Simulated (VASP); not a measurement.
# Si (Fd-3m) in VASP: a series of runs

Runs on Si. Level: LDA. Tasks: single point.

Program: VASP 6.6.1. These are calculated values, not measurements. Logs are shortened: lines on timing, memory, paths and dates and some standing lists are left out, and cuts for length are marked.

### 1 The cell of the first run

Symmetry: Fd-3m, No. 227, cubic system. Conventional cell: a = 4.655 Å, b = 4.655 Å, c = 4.655 Å, α = 90.00°, β = 90.00°, γ = 90.00°. Within 2.7 Å of Si (site symmetry -43m) lie 4 Si at 2.02 Å.

### 2 Single point, LDA (12.61 Å³/atom)

File INCAR:

```
  ALGO = Normal
  EDIFF = 1E-7
  ENCUT = 520
  GGA = CA
  ISIF = 2
  ISMEAR = -1
  LASPH = True
  LCHARG = False
  LREAL = False
  LWAVE = False
  NBANDS = 11
  NELM = 80
  PREC = Accurate
  SIGMA = 0.1
```

File KPOINTS:

```
k-points
0
Gamma
  13 13 13
```

File POSCAR:

```
Si
1.0
    0.0000000000      2.3275483552      2.3275483552
    2.3275483552      0.0000000000      2.3275483552
    2.3275483552      2.3275483552      0.0000000000
Si
2
Direct
   -0.1250000000     -0.1250000000     -0.1250000000
    0.1250000000      0.1250000000      0.1250000000
```

Potentials or basis: VASP PAW LDA potentials, release 64 (Si).

Launch:

```sh
$ cat potpaw_LDA.64/Si/POTCAR > POTCAR
$ mpirun -np 1 vasp_std > vasp.out
```

OUTCAR:

```text
EDIFF = 1E-7
   ENCUT = 520
   GGA = CA
   ISIF = 2
   ISMEAR = -1
   LASPH = True
   LREAL = False
   NELM = 80
   PREC = Accurate

 ion  position               nearest neighbor table
   1  0.875  0.875  0.875-   2 2.02   2 2.02   2 2.02   2 2.02
   2  0.125  0.125  0.125-   1 2.02   1 2.02   1 2.02   1 2.02

  LATTYP: Found a face centered cubic cell.
 ALAT       =     4.6550967104

  Lattice vectors:

 A1 = (   0.0000000000,   2.3275483552,   2.3275483552)
 A2 = (   2.3275483552,   0.0000000000,   2.3275483552)
 A3 = (   2.3275483552,   2.3275483552,   0.0000000000)

Analysis of symmetry for initial positions (statically):
=====================================================================
 Subroutine PRICEL returns:
 Original cell was already a primitive cell.

 Routine SETGRP: Setting up the symmetry group for a
 face centered cubic supercell.

 Subroutine GETGRP returns: Found 48 space group operations
 (whereof 12 operations were pure point group operations)
 out of a pool of 48 trial point group operations.

The static configuration has the point symmetry D_3d.
 The point group associated with its full space group is O_h .

Analysis of symmetry for dynamics (positions and initial velocities):
=====================================================================
 Subroutine PRICEL returns:
 Original cell was already a primitive cell.

 Routine SETGRP: Setting up the symmetry group for a
 face centered cubic supercell.

 Subroutine GETGRP returns: Found 48 space group operations
 (whereof 12 operations were pure point group operations)
 out of a pool of 48 trial point group operations.

The dynamic configuration has the point symmetry D_3d.
 The point group associated with its full space group is O_h .

 Subroutine INISYM returns: Found 48 space group operations
 (whereof 12 operations are pure point group operations),
 and found     1 'primitive' translations

----------------------------------------------------------------------------------------

                                     Primitive cell

  volume of cell :      25.2189

  direct lattice vectors                    reciprocal lattice vectors
     0.000000000  2.327548355  2.327548355    -0.214818308  0.214818308  0.214818308
     2.327548355  0.000000000  2.327548355     0.214818308 -0.214818308  0.214818308
     2.327548355  2.327548355  0.000000000     0.214818308  0.214818308 -0.214818308

  length of vectors
     3.291650451  3.291650451  3.291650451     0.372076224  0.372076224  0.372076224

[... 87 lines left out ...]
   ISYM   =      2    0-nonsym 1-usesym 2-fastsym
   POTIM  = 0.5000    time-step for ionic-motion
   TEBEG  =    0.0;   TEEND  =   0.0 temperature during run
   PSTRESS=    0.0 pullay stress
   NELECT =       8.0000    total number of electrons
   NUPDOWN=      -1.0000    fix difference up-down
   EMIN   =  10.00;   EMAX   =-10.00  energy-range for DOS
   EFERMI =   0.00;   METHOD = LEGACY
   ISMEAR =    -1;   SIGMA  =   0.10  broadening in eV -4-tet -1-fermi 0-gaus
   EFERMI_NEDOS =   21; number of points for ismear=-14 and -15
   IALGO  =     38    algorithm
   IMIX   =      4    mixing-type and parameters
     AMIX     =   0.40;   BMIX     =  1.00
     AMIX_MAG =   1.60;   BMIX_MAG =  1.00
  volume/ion in A,a.u.               =      12.61        85.09
  Fermi-wavevector in a.u.,A,eV,Ry     =   1.116510  2.109899 16.960962  1.246596
  Thomas-Fermi vector in A             =   2.253125
   LORBIT       =      0    0 simple, 1 ext, 2 COOP (PROOUT), +10 PAW based schemes
   GGA     = CA    functional components
   LHFCALC =     F    Hartree Fock is set to
   AEXX    =    0.0000 exact exchange contribution
   IVDW    =     0    specifies the selected vdW correction
   LEPSILON=     F    determine dielectric tensor
   LRPA    =     F    only Hartree local field effects (RPA)
 non-spin polarized calculation
  energy-cutoff  :      520.00
  volume of cell :       25.22
 maximum number of plane-waves:       690
   NGX = 13   NGY = 13   NGZ = 13

 number of electron       8.0000001 magnetization

 Free energy of the ion-electron system (eV)
  ---------------------------------------------------
  ext. energy  EPLUGINS =         0.00000000
  ---------------------------------------------------
  free energy    TOTEN  =        -8.70052585 eV

  energy without entropy =       -8.69031786  energy(sigma->0) =       -8.69542186

 E-fermi :  11.2080     XC(G=0): -11.4663

 val. band max:       11.1478000599   @ k =   0.4615   0.3846   0.0000
 cond. band min:      11.2538253826   @ k =  -0.4615   0.3846   0.0000
 fundamental gap:      0.1060253227
 Fermi energy:        11.2080246899

 k-point     1 :       0.0000    0.0000    0.0000
  band No.  band energies     occupation
      1      -4.1969      2.00000
      2      11.5803      0.04721
      3      11.5803      0.04721
      4      11.5803      0.04721
      5      14.1701      0.00000
      6      14.1701      0.00000
      7      14.1701      0.00000
      8      19.3398      0.00000
      9      19.3398      0.00000
     10      20.6316      0.00000
     11      21.6693      0.00000
[... 309 lines left out ...]
 k-point    24 :       0.4615    0.1538    0.0000
  band No.  band energies     occupation
      1      -0.7913      2.00000
      2       3.1231      2.00000
      3       8.2630      2.00000
      4       9.0113      2.00000
      5      13.0657      0.00000
      6      16.2457      0.00000
      7      16.5921      0.00000
      8      18.8999      0.00000
      9      22.2175      0.00000
     10      23.6166      0.00000
     11      26.2572      0.00000

 [... further k-points ...]

------------------------ aborting loop because EDIFF is reached ----------------------------------------

  FORCE on cell =-STRESS in cart. coord.  units (eV):
  Direction    XX          YY          ZZ          XY          YZ          ZX
  --------------------------------------------------------------------------------------
  -------------------------------------------------------------------------------------
  Total       16.3962811     16.3962811     16.3962811     -0.0000000      0.0000000      0.0000000
  in kB     1041.6691571   1041.6691571   1041.6691571     -0.0000000      0.0000000      0.0000000
  external PRESSURE =    1041.6691571 kB  Pullay stress =       0.0000000 kB

 VOLUME and BASIS-vectors are now :
 -----------------------------------------------------------------------------
  energy-cutoff  :      520.00
  volume of cell :       25.22
      direct lattice vectors                 reciprocal lattice vectors
     0.000000000  2.327548355  2.327548355    -0.214818308  0.214818308  0.214818308
     2.327548355  0.000000000  2.327548355     0.214818308 -0.214818308  0.214818308
     2.327548355  2.327548355  0.000000000     0.214818308  0.214818308 -0.214818308

 POSITION                                       TOTAL-FORCE (eV/Angst)
 -----------------------------------------------------------------------------------
      4.07321      4.07321      4.07321         0.000000     -0.000000     -0.000000
      0.58189      0.58189      0.58189        -0.000000      0.000000      0.000000
 -----------------------------------------------------------------------------------
    total drift:                                0.000000      0.000000     -0.000000

  FREE ENERGIE OF THE ION-ELECTRON SYSTEM (eV)
  ---------------------------------------------------
  free  energy   TOTEN  =        -8.7005258489 eV

  energy  without entropy=       -8.6903178620  energy(sigma->0) =       -8.69542186
```

Run time: 8.5 s. Hardware: 1 thread of Intel Xeon Platinum 8559C (Emerald Rapids), shared host; peak memory 0.13 GiB.

Results:

```yaml
Free_energy: -8.7005 eV
Pressure: 104.2 GPa
Band_gap_on_the_k_mesh: zero (bands 4 and 5 overlap by 0.69 eV)
```

Caveat: the cell stands under pressure; semilocal functionals underestimate gaps, so a narrow gap can read as zero.

### 3 Single point, LDA (14.19 Å³/atom)

This run uses another cell than the first one, of 14.19 Å³/atom.

File INCAR:

```
PREC = Accurate
ENCUT = 520
EDIFF = 1E-6
ISMEAR = -1
SIGMA = 0.1
LREAL = False
LASPH = True
NELM = 100
ALGO = Normal
ISIF = 2
LWAVE = False
LCHARG = False
GGA = CA
NBANDS = 11
```

File KPOINTS:

```
regular mesh
0
Gamma
  13 13 13
```

File POSCAR:

```
Si
1.0
    0.0000000000      2.4207478405      2.4207478405
    2.4207478405      0.0000000000      2.4207478405
    2.4207478405      2.4207478405      0.0000000000
Si
2
Direct
   -0.1250000000     -0.1250000000     -0.1250000000
    0.1250000000      0.1250000000      0.1250000000
```

Potentials or basis: VASP PAW LDA potentials, release 64 (Si).

Launch:

```sh
$ cat potpaw_LDA.64/Si/POTCAR > POTCAR
$ mpirun -np 1 vasp_std > vasp.out
```

Wall time 13 s (1 thread of Intel Xeon Platinum 8559C (Emerald Rapids), shared host); peak memory 0.14 GiB.

The run converged. Its results:

```yaml
Free_energy: -10.2996 eV
Pressure: 61.5 GPa
Band_gap_on_the_k_mesh: zero (bands 4 and 5 overlap by 0.32 eV)
```

Levels at points of the mesh, in eV from the Fermi level:
```
           k point  band 2  band 3  band 4  band 5  band 6  band 7
(0.00, 0.00, 0.00)    0.18    0.18    0.18    2.78    2.78    2.78
```

Caveat: the cell stands under pressure; semilocal functionals underestimate gaps, so a narrow gap can read as zero.
